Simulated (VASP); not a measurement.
# Ti3H in VASP: notebook

The runs below take Ti3H through single point, with PBE.

Everything below comes from runs of VASP 6.6.1. Logs are shortened: lines on timing, memory, paths and dates and some standing lists are left out, and cuts for length are marked.

### Step 1. The cell of the first run

The cell holds a slab with vacuum, 8 atoms: a = 4.604 Å, b = 4.604 Å, c = 22.497 Å, α = 90.00°, β = 90.00°, γ = 120.00°.

### Step 2. Single point, PBE

Input file INCAR:

```
SYSTEM = Ti3H
  PREC = Accurate
  ENCUT = 520
  EDIFF = 1E-6
  ISMEAR = 0
  SIGMA = 0.1
  LREAL = .False.
  LASPH = .True.
  NELM = 100
  ALGO = Normal
  ISIF = 2
  LWAVE = .False.
  LCHARG = .True.
  LDIPOL = .True.
  IDIPOL = 3
  DIPOL = 0.5 0.5 0.318
  GGA = PE
  LELF = .True.
  LVHAR = .True.
  LVACPOTAV = .True.
  NBANDS = 47
```

Input file KPOINTS:

```
Automatic mesh
0
Gamma
  6 6 1
  0 0 0
```

Input file POSCAR:

```
Ti3H
1.0
    4.6037402164      0.0000000000      0.0000000000
   -2.3018701082      3.9869559799      0.0000000000
    0.0000000000      0.0000000000     22.4968206792
Ti H
6 2
Direct
    0.6666666667      0.3333333333      0.1778029019
    0.3333333333      0.6666666667      0.2195747837
    0.0000000000      0.0000000000      0.2613466656
    0.6666666667      0.3333333333      0.2980472718
    0.3333333333      0.6666666667      0.3304570052
    0.0000000000      0.0000000000      0.3776898434
    0.4001898503      1.0000000000      0.4403653663
    0.5998101497      1.0000000000      0.4403653663
```

Potentials or basis: VASP PAW PBE potentials, release 64 (Ti_sv, H).

On the command line:

```sh
> cat potpaw_PBE.64/Ti_sv/POTCAR potpaw_PBE.64/H/POTCAR > POTCAR
> mpirun -np 1 vasp_std > vasp.out
```

OUTCAR:

```text
SYSTEM = Ti3H
   PREC = Accurate
   ENCUT = 520
   EDIFF = 1E-6
   ISMEAR = 0
   LREAL = .False.
   LASPH = .True.
   NELM = 100
   ISIF = 2
   GGA = PE

 ion  position               nearest neighbor table
   1  0.667  0.333  0.178-   4 2.71   2 2.82   2 2.82   2 2.82
   2  0.333  0.667  0.220-   5 2.49   1 2.82   1 2.82   3 2.82   1 2.82   3 2.82   3 2.82
   3  0.000  0.000  0.261-   6 2.62   4 2.78   4 2.78   4 2.78   2 2.82   2 2.82   2 2.82
   4  0.667  0.333  0.298-   1 2.71   5 2.76   5 2.76   5 2.76   3 2.78   3 2.78   3 2.78
   5  0.333  0.667  0.330-   2 2.49   4 2.76   4 2.76   4 2.76   6 2.86   6 2.86   6 2.86
   6  0.000  0.000  0.378-   3 2.62   5 2.86   5 2.86   5 2.86
   7  0.400  0.000  0.440-
   8  0.600  0.000  0.440-

  LATTYP: Found a hexagonal cell.
 ALAT       =     4.6037402164
 C/A-ratio  =     4.8866399105

  Lattice vectors:

 A1 = (   4.6037402164,   0.0000000000,   0.0000000000)
 A2 = (  -2.3018701082,   3.9869559799,   0.0000000000)
 A3 = (   0.0000000000,   0.0000000000,  22.4968206792)

Analysis of symmetry for initial positions (statically):
=====================================================================
 Subroutine PRICEL returns:
 Original cell was already a primitive cell.

 Routine SETGRP: Setting up the symmetry group for a
 hexagonal supercell.

 Subroutine GETGRP returns: Found  2 space group operations
 (whereof  2 operations were pure point group operations)
 out of a pool of 24 trial point group operations.

The static configuration has the point symmetry C_1h.

Analysis of symmetry for dynamics (positions and initial velocities):
=====================================================================
 Subroutine PRICEL returns:
 Original cell was already a primitive cell.

 Routine SETGRP: Setting up the symmetry group for a
 hexagonal supercell.

 Subroutine GETGRP returns: Found  2 space group operations
 (whereof  2 operations were pure point group operations)
 out of a pool of 24 trial point group operations.

The dynamic configuration has the point symmetry C_1h.

 Subroutine INISYM returns: Found  2 space group operations
 (whereof  2 operations are pure point group operations),
 and found     1 'primitive' translations

----------------------------------------------------------------------------------------

                                     Primitive cell

  volume of cell :     412.9271

  direct lattice vectors                    reciprocal lattice vectors
     4.603740216  0.000000000  0.000000000     0.217214689  0.125408959  0.000000000
    -2.301870108  3.986955980  0.000000000     0.000000000  0.250817918  0.000000000
     0.000000000  0.000000000 22.496820679     0.000000000  0.000000000  0.044450725

  length of vectors
     4.603740216  4.603740216 22.496820679     0.250817918  0.250817918  0.044450725

  position of ions in fractional coordinates (direct lattice)
     0.666666667  0.333333333  0.177802902
     0.333333333  0.666666667  0.219574784
     0.000000000  0.000000000  0.261346666
     0.666666667  0.333333333  0.298047272
     0.333333333  0.666666667  0.330457005
     0.000000000  0.000000000  0.377689843
     0.400189850  0.000000000  0.440365366
     0.599810150  0.000000000  0.440365366

  ion indices of the primitive-cell ions
   primitive index   ion index
                 1           1
                 2           2
                 3           3
                 4           4
                 5           5
                 6           6
                 7           7
                 8           8

----------------------------------------------------------------------------------------

 KPOINTS: Automatic mesh

Automatic generation of k-mesh.
 Grid dimensions read from file:
 generate k-points for:    6    6    1

 Generating k-lattice:

  Cartesian coordinates                     Fractional coordinates (reciprocal lattice)
     0.036202448  0.020901493  0.000000000     0.166666667  0.000000000  0.000000000
     0.000000000  0.041802986  0.000000000     0.000000000  0.166666667  0.000000000
     0.000000000  0.000000000  0.044450725     0.000000000  0.000000000  1.000000000

  Length of vectors
     0.041802986  0.041802986  0.044450725

  Shift w.r.t. Gamma in fractional coordinates (k-lattice)
     0.000000000  0.000000000  0.000000000

 Subroutine IBZKPT returns following result:
 ===========================================

 Found     13 irreducible k-points:

 Following reciprocal coordinates:
            Coordinates               Weight
  0.000000  0.000000  0.000000      1.000000
  0.166667  0.000000  0.000000      4.000000
  0.000000  0.166667  0.000000      2.000000
  0.333333  0.000000  0.000000      4.000000
  0.000000  0.333333  0.000000      2.000000
  0.500000 -0.000000  0.000000      2.000000
  0.000000  0.500000  0.000000      1.000000
  0.166667  0.166667  0.000000      4.000000
 -0.333333  0.166667  0.000000      2.000000
[... 38 lines left out ...]
   EFERMI_NEDOS =   21; number of points for ismear=-14 and -15
   IALGO  =     38    algorithm
   IMIX   =      4    mixing-type and parameters
     AMIX     =   0.40;   BMIX     =  1.00
     AMIX_MAG =   1.60;   BMIX_MAG =  1.00
  volume/ion in A,a.u.               =      51.62       348.32
  Fermi-wavevector in a.u.,A,eV,Ry     =   0.922984  1.744187 11.590801  0.851900
  Thomas-Fermi vector in A             =   2.048571
   LORBIT       =      0    0 simple, 1 ext, 2 COOP (PROOUT), +10 PAW based schemes
   GGA     = PE    functional components
   LHFCALC =     F    Hartree Fock is set to
   AEXX    =    0.0000 exact exchange contribution
   IVDW    =     0    specifies the selected vdW correction
   LEPSILON=     F    determine dielectric tensor
   LRPA    =     F    only Hartree local field effects (RPA)
 non-spin polarized calculation
 Gauss-broadening in eV      SIGMA  =   0.10
  energy-cutoff  :      520.00
  volume of cell :      412.93
 maximum number of plane-waves:     11163
 NGX is ok and might be reduce to    36
   NGX = 17   NGY = 17   NGZ = 83

 dipolmoment           0.000000      0.000000     -0.000895 electrons x Angstroem

 number of electron      73.9999980 magnetization

 dipolmoment           0.000000      0.000000      0.000876 electrons x Angstroem

 Free energy of the ion-electron system (eV)
  ---------------------------------------------------
  ext. energy  EPLUGINS =         0.00000000
  ---------------------------------------------------
  free energy    TOTEN  =       -47.89738932 eV

  energy without entropy =      -47.81210475  energy(sigma->0) =      -47.85474704

 E-fermi :  -0.3293     XC(G=0):  -4.0689

 val. band max:       -0.3355327055   @ k =   0.3333   0.3333   0.0000
 cond. band min:      -0.3236177578   @ k =   0.5000  -0.0000   0.0000
 fundamental gap:      0.0119149477
 Fermi energy:        -0.3293297261

 k-point     1 :       0.0000    0.0000    0.0000
  band No.  band energies     occupation
      1     -57.3959      2.00000
      2     -57.2468      2.00000
      3     -56.8200      2.00000
      4     -56.7091      2.00000
      5     -56.6547      2.00000
      6     -56.5542      2.00000
[... 39 lines left out ...]
     46       1.4756      0.00000
     47       1.4757      0.00000

 k-point     2 :       0.1667    0.0000    0.0000
  band No.  band energies     occupation
      1     -57.3953      2.00000
      2     -57.2462      2.00000
      3     -56.8104      2.00000
      4     -56.7122      2.00000
      5     -56.6601      2.00000
      6     -56.5568      2.00000
[... 39 lines left out ...]
     46       1.4157      0.00000
     47       1.4375      0.00000

 k-point     3 :       0.0000    0.1667    0.0000
  band No.  band energies     occupation
      1     -57.3953      2.00000
      2     -57.2462      2.00000
      3     -56.8104      2.00000
      4     -56.7122      2.00000
      5     -56.6601      2.00000
      6     -56.5568      2.00000
[... 489 lines left out ...]
     46       1.1379      0.00000
     47       1.2978      0.00000

 k-point    13 :       0.3333    0.3333    0.0000
  band No.  band energies     occupation
      1     -57.3934      2.00000
      2     -57.2439      2.00000
      3     -56.7493      2.00000
      4     -56.7416      2.00000
      5     -56.6883      2.00000
      6     -56.5654      2.00000
[... 39 lines left out ...]
     46       0.9812      0.00000
     47       1.0855      0.00000

------------------------ aborting loop because EDIFF is reached ----------------------------------------

  FORCE on cell =-STRESS in cart. coord.  units (eV):
  Direction    XX          YY          ZZ          XY          YZ          ZX
  --------------------------------------------------------------------------------------
  -------------------------------------------------------------------------------------
  Total       -5.1027612     -3.0500123     -0.8958264      0.0000000     -0.6353347      0.0000000
  in kB      -19.7989626    -11.8341963     -3.4758502      0.0000000     -2.4651296      0.0000000
  external PRESSURE =     -11.7030030 kB  Pullay stress =       0.0000000 kB

 VOLUME and BASIS-vectors are now :
 -----------------------------------------------------------------------------
  energy-cutoff  :      520.00
  volume of cell :      412.93
      direct lattice vectors                 reciprocal lattice vectors
     4.603740216  0.000000000  0.000000000     0.217214689  0.125408959  0.000000000
    -2.301870108  3.986955980  0.000000000     0.000000000  0.250817918  0.000000000
     0.000000000  0.000000000 22.496820679     0.000000000  0.000000000  0.044450725

 POSITION                                       TOTAL-FORCE (eV/Angst)
 -----------------------------------------------------------------------------------
      2.30187      1.32899      4.00000         0.000000     -0.015074      0.149744
     -0.00000      2.65797      4.93973         0.000000     -0.050701      0.426299
      0.00000      0.00000      5.87947        -0.000000      0.017121     -0.425702
      2.30187      1.32899      6.70512         0.000000      0.105791     -0.233008
     -0.00000      2.65797      7.43423         0.000000      0.206806      0.378958
      0.00000      0.00000      8.49682         0.000000      0.040782     -0.453894
      1.84237      0.00000      9.90682         2.027658     -0.152362      0.078801
      2.76137      0.00000      9.90682        -2.027658     -0.152362      0.078801
 -----------------------------------------------------------------------------------
    total drift:                               -0.000000      0.000022     -0.001224

  FREE ENERGIE OF THE ION-ELECTRON SYSTEM (eV)
  ---------------------------------------------------
  free  energy   TOTEN  =       -47.8973893217 eV

  energy  without entropy=      -47.8121047544  energy(sigma->0) =      -47.85474704

 vacuum level on the upper side and lower side of the slab         3.119         3.111
```

It took 13 min on 1 thread of Intel Xeon 8259CL, shared host; peak memory 0.57 GiB.

What came out:

```yaml
Free_energy: -47.8974 eV
Largest_force: 2.035 eV/Å
Band_gap_on_the_k_mesh: zero (bands 37 and 38 overlap by 0.26 eV)
```

Forces on the atoms (eV/Å):
```
Ti   0.000 -0.015  0.150
Ti   0.000 -0.051  0.426
Ti   0.000  0.017 -0.426
Ti   0.000  0.106 -0.233
Ti   0.000  0.207  0.379
Ti   0.000  0.041 -0.454
H    2.028 -0.152  0.079
H   -2.028 -0.152  0.079
```

Levels at points of the mesh, in eV from the Fermi level:
| k point | band 35 | band 36 | band 37 | band 38 | band 39 | band 40 |
| --- | --- | --- | --- | --- | --- | --- |
| (0.00, 0.00, 0.00) | -0.46 | -0.20 | -0.19 | -0.16 | 0.01 | 0.02 |
| (0.50, 0.00, 0.00) | -0.34 | -0.24 | -0.11 | 0.01 | 0.24 | 0.36 |
| (0.00, 0.50, 0.00) | -0.39 | -0.26 | -0.13 | 0.02 | 0.08 | 0.37 |

### Step 3. Single point, PBE

Input file INCAR:

```
SYSTEM = Ti3H
ALGO     = Normal         ! electronic algorithm
DIPOL    = 0.5 0.5 0.325
EDIFF    = 1E-7           ! SCF threshold, eV
ENCUT    = 520            ! plane-wave cutoff, eV
GGA      = PE             ! functional
IDIPOL   = 3            
ISIF     = 2              ! what is computed and relaxed
ISMEAR   = 0              ! smearing method
LASPH    = .True.         ! aspherical terms in the spheres
LCHARG   = .False.        ! write CHGCAR
LDIPOL   = .True.       
LREAL    = .False.        ! projectors in reciprocal space
LWAVE    = .False.        ! write WAVECAR
NBANDS   = 47             ! bands
NELM     = 60             ! most SCF steps
PREC     = Accurate       ! precision mode
SIGMA    = 0.1            ! smearing width, eV
```

Input file KPOINTS:

```
k-points
0
Gamma
  6 6 1
  0 0 0
```

POSCAR: that of step 2 with these lines changed.

```diff
@@ -14,3 +14,3 @@
     0.0000000000      0.0000000000      0.3776898434
-    0.4001898503      1.0000000000      0.4403653663
-    0.5998101497      1.0000000000      0.4403653663
+    0.4001898503      1.0000000000      0.4688138306
+    0.5998101497      1.0000000000      0.4688138306
```

Potentials or basis: VASP PAW PBE potentials, release 64 (Ti_sv, H).

On the command line:

```sh
> cat potpaw_PBE.64/Ti_sv/POTCAR potpaw_PBE.64/H/POTCAR > POTCAR
> mpirun -np 1 vasp_std > vasp.out
```

Wall time 15 min (1 thread of Intel Xeon 8259CL, shared host); peak memory 0.57 GiB.

The run converged. Its results:

| Item | Value |
| --- | --- |
| Free energy | -48.0282 eV |
| Largest force | 3.038 eV/Å |
| Band gap on the k mesh | zero (bands 37 and 38 overlap by 0.24 eV) |

Forces in eV/Å, atoms in the order of the input:
```
Ti   0.000  0.019  0.135
Ti   0.000 -0.069  0.506
Ti   0.000  0.000 -0.453
Ti   0.000  0.062 -0.086
Ti   0.000  0.035 -0.046
Ti   0.000 -0.007 -0.236
H    3.036 -0.020  0.090
H   -3.036 -0.020  0.090
```

Levels at points of the mesh, in eV from the Fermi level:
| k point | band 33 | band 34 | band 35 | band 36 | band 37 | band 38 | band 39 | band 40 | band 41 | band 42 |
| --- | --- | --- | --- | --- | --- | --- | --- | --- | --- | --- |
| (0.00, 0.00, 0.00) | -0.63 | -0.45 | -0.45 | -0.18 | -0.18 | -0.15 | 0.03 | 0.03 | 0.56 | 0.87 |
| (0.50, 0.00, 0.00) | -0.63 | -0.37 | -0.29 | -0.23 | -0.10 | 0.04 | 0.20 | 0.36 | 0.44 | 0.77 |
| (0.00, 0.50, 0.00) | -0.66 | -0.38 | -0.37 | -0.27 | -0.12 | 0.04 | 0.06 | 0.40 | 0.58 | 0.70 |

### Step 4. Single point, PBE

Input file INCAR:

```
SYSTEM = Ti3H
PREC = Accurate
ENCUT = 520
EDIFF = 1E-7
ISMEAR = 0
SIGMA = 0.1
LREAL = .FALSE.
LASPH = .TRUE.
NELM = 100
ALGO = Normal
ISIF = 2
LWAVE = .FALSE.
LCHARG = .FALSE.
LDIPOL = .TRUE.
IDIPOL = 3
DIPOL = 0.5 0.5 0.336
GGA = PE
NBANDS = 47
```

Input file KPOINTS:

```
Automatic mesh
0
G
  6 6 1
  0 0 0
```

POSCAR: that of step 3 with these lines changed.

```diff
@@ -14,3 +14,3 @@
     0.0000000000      0.0000000000      0.3776898434
-    0.4001898503      1.0000000000      0.4688138306
-    0.5998101497      1.0000000000      0.4688138306
+    0.4001898503      1.0000000000      0.5110420198
+    0.5998101497      1.0000000000      0.5110420198
```

On the command line:

```sh
> cat potpaw_PBE.64/Ti_sv/POTCAR potpaw_PBE.64/H/POTCAR > POTCAR
> mpirun -np 1 vasp_std > vasp.out
```

It took 14 min on 1 thread of Intel Xeon 8259CL, shared host; peak memory 0.57 GiB.

The run converged. Its results:

| Quantity | Value |
| --- | --- |
| Free energy | -48.1454 eV |
| Largest force | 3.495 eV/Å |
| Band gap on the k mesh | zero (bands 37 and 38 overlap by 0.24 eV) |

Forces on the atoms (eV/Å):
```
Ti   0.000  0.007  0.138
Ti   0.000 -0.016  0.495
Ti   0.000 -0.002 -0.561
Ti   0.000  0.011 -0.038
Ti   0.000  0.004 -0.014
Ti   0.000 -0.007 -0.084
H    3.495  0.001  0.032
H   -3.495  0.001  0.032
```

Levels at points of the mesh, in eV from the Fermi level:
```
           k point  band 33  band 34  band 35  band 36  band 37  band 38  band 39  band 40  band 41  band 42
(0.00, 0.00, 0.00)    -0.64    -0.45    -0.45    -0.16    -0.16    -0.13     0.04     0.04     0.55     0.76
(0.50, 0.00, 0.00)    -0.64    -0.37    -0.30    -0.26    -0.10     0.05     0.12     0.41     0.56     0.64
(0.00, 0.50, 0.00)    -0.64    -0.37    -0.34    -0.27    -0.11     0.05     0.08     0.41     0.60     0.66
```

### Step 5. Single point, PBE

Input file INCAR:

```
ALGO = Normal
DIPOL = 0.5 0.5 0.308
EDIFF = 1E-6
ENCUT = 520
GGA = PE
IDIPOL = 3
ISIF = 2
ISMEAR = 0
LASPH = T
LCHARG = F
LDIPOL = T
LREAL = F
LWAVE = F
NBANDS = 47
NELM = 100
PREC = Accurate
SIGMA = 0.1
```

Input file KPOINTS:

```
k-points
0
Gamma
  6 6 1
```

POSCAR: that of step 4 with these lines changed.

```diff
@@ -14,3 +14,3 @@
     0.0000000000      0.0000000000      0.3776898434
-    0.4001898503      1.0000000000      0.5110420198
-    0.5998101497      1.0000000000      0.5110420198
+    0.3717347261      1.0000000000      0.3976926699
+    0.6282652739      1.0000000000      0.3976926699
```

On the command line:

```sh
> cat potpaw_PBE.64/Ti_sv/POTCAR potpaw_PBE.64/H/POTCAR > POTCAR
> mpirun -np 1 vasp_std > vasp.out
```

It took 15 min on 1 thread of Intel Xeon 8259CL, shared host; peak memory 0.57 GiB.

It converged, with:

- Free energy: -48.4423 eV
- Largest force: 2.087 eV/Å
- Band gap on the k mesh: zero (bands 37 and 38 overlap by 0.18 eV)

Forces in eV/Å, atoms in the order of the input:
```
Ti   0.000 -0.030  0.140
Ti   0.000  0.084  0.244
Ti   0.000 -0.077 -0.892
Ti   0.000 -0.185 -0.076
Ti   0.000  1.155  1.739
Ti   0.000  0.214 -0.554
H    0.071 -0.580 -0.300
H   -0.071 -0.580 -0.300
```

Levels at points of the mesh, in eV from the Fermi level:
```tsv
k point	band 35	band 36	band 37	band 38	band 39	band 40
(0.00, 0.00, 0.00)	-0.44	-0.19	-0.12	-0.02	0.01	0.16
(0.50, 0.00, 0.00)	-0.37	-0.24	-0.11	0.00	0.21	0.40
(0.00, 0.50, 0.00)	-0.32	-0.17	-0.07	0.04	0.12	0.50
```

### Step 6. Single point, PBE

Input file INCAR:

```
SYSTEM = Ti3H
ALGO = Normal ; DIPOL = 0.5 0.5 0.315
EDIFF = 1E-6 ; ENCUT = 520
GGA = PE ; IDIPOL = 3
ISIF = 2 ; ISMEAR = 0
LASPH = .TRUE. ; LCHARG = .FALSE.
LDIPOL = .TRUE. ; LREAL = .FALSE.
LWAVE = .FALSE. ; NBANDS = 47
NELM = 100 ; PREC = Accurate
SIGMA = 0.1
```

Input file KPOINTS:

```
k-points
0
G
  6 6 1
  0 0 0
```

POSCAR: that of step 5 with these lines changed.

```diff
@@ -14,3 +14,3 @@
     0.0000000000      0.0000000000      0.3776898434
-    0.3717347261      1.0000000000      0.3976926699
-    0.6282652739      1.0000000000      0.3976926699
+    0.3717347261      1.0000000000      0.4261411342
+    0.6282652739      1.0000000000      0.4261411342
```

Potentials or basis: VASP PAW PBE potentials, release 64 (Ti_sv, H).

On the command line:

```sh
> cat potpaw_PBE.64/Ti_sv/POTCAR potpaw_PBE.64/H/POTCAR > POTCAR
> mpirun -np 1 vasp_std > vasp.out
```

Wall time 16 min (1 thread of Intel Xeon 8259CL, shared host); peak memory 0.57 GiB.

It converged, with:

```yaml
Free_energy: -47.7113 eV
Largest_force: 1.567 eV/Å
Band_gap_on_the_k_mesh: zero (bands 37 and 38 overlap by 0.17 eV)
```

Forces in eV/Å, atoms in the order of the input:
```
Ti   0.000 -0.041  0.128
Ti   0.000  0.080  0.339
Ti   0.000 -0.056 -0.776
Ti   0.000  0.077 -0.488
Ti   0.000  0.608  1.444
Ti   0.000  0.121  0.748
H    0.350 -0.395 -0.698
H   -0.350 -0.395 -0.698
```

Levels at points of the mesh, in eV from the Fermi level:
| k point | band 34 | band 35 | band 36 | band 37 | band 38 | band 39 | band 40 | band 41 |
| --- | --- | --- | --- | --- | --- | --- | --- | --- |
| (0.00, 0.00, 0.00) | -0.49 | -0.44 | -0.20 | -0.14 | -0.05 | 0.01 | 0.10 | 0.22 |
| (0.50, 0.00, 0.00) | -0.45 | -0.38 | -0.26 | -0.13 | -0.01 | 0.21 | 0.39 | 0.68 |
| (0.00, 0.50, 0.00) | -0.40 | -0.32 | -0.22 | -0.03 | 0.00 | 0.14 | 0.35 | 0.45 |

### Step 7. The runs side by side

```tsv
cell	gap on the mesh (eV)	largest force (eV/Å)
as given, atomic positions A	none	2.03
as given, atomic positions B	none	3.04
as given, atomic positions C	none	3.50
as given, atomic positions D	none	2.09
as given, atomic positions E	none	1.57
```

Alike in all rows: task single point; level PBE; potentials or basis VASP PAW PBE potentials, release 64 (Ti_sv, H); no spin polarisation; k mesh 6 × 6 × 1; cutoff (eV) 520; smearing gaussian 0.1 eV.

Total energies depend on the potentials used, so only differences within one code and one set of settings carry meaning.

The gap in the log of VASP goes by the Fermi energy; the results here count the filled bands.